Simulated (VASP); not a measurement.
Wanted: the native input for a VASP 6.6.1 run.

* Task: single point
* Functional: LDA
* Potentials or basis: VASP PAW LDA potentials, release 64 (Sr_sv, Cl, O)
* Cutoff: 520 eV
* k mesh: 5 × 5 × 2, shifted
* Occupations: methfessel-paxton, width 0.5 eV
* Spin: no spin polarisation
* Dipole correction: no
* Further INCAR settings: ALGO = Normal; EDIFF = 1e-07; NBANDS = 32; ISYM = 0

The structure of SrClO lies in POSCAR:

```
SrClO
1.0
    4.2724200000      0.0000000000      0.0000000000
   -2.1362100000      3.7000250000      0.0000000000
    0.0000000000      0.0000000000      9.6507370000
Sr Cl O
2 2 2
Direct
    0.3333333333      0.6666666667      0.9391280000
    0.6666666667      0.3333333333      0.4391280000
    0.3333333333      0.6666666667      0.2491500000
    0.6666666667      0.3333333333      0.7491500000
    0.0000000000      0.0000000000      0.4845330000
    0.0000000000      0.0000000000      0.9845330000
```

These files were run (other wordings do the same):

INCAR

```
SYSTEM = SrClO
  PREC = Accurate
  ENCUT = 520
  EDIFF = 1E-7
  ISMEAR = 1
  SIGMA = 0.5
  LREAL = .FALSE.
  LASPH = .TRUE.
  NELM = 60
  ALGO = Normal
  ISIF = 2
  LWAVE = .FALSE.
  LCHARG = .FALSE.
  NBANDS = 32
  ISYM = 0
```

KPOINTS

```
Automatic mesh
0
Gamma
  5 5 2
  0.5 0.5 0.5
```

Potentials or basis: VASP PAW LDA potentials, release 64 (Sr_sv, Cl, O).

Command:

```console
$ cat potpaw_LDA.64/Sr_sv/POTCAR potpaw_LDA.64/Cl/POTCAR potpaw_LDA.64/O/POTCAR > POTCAR
$ mpirun -np 1 vasp_std > vasp.out
```

It gave:

The pressure is -5.0 GPa. The largest force is 0.258 eV/Å and the band gap on the k mesh is 0.02 eV (least direct gap 0.03 eV).

Caveat: the cell stands under tension; the smearing spreads over this small gap; a shifted mesh leaves out Γ, where band edges can lie.

Run time: 12 min on 1 thread of Oxide Virtual Turin-like Processor, with other jobs on the host, peak memory 0.39 GiB.
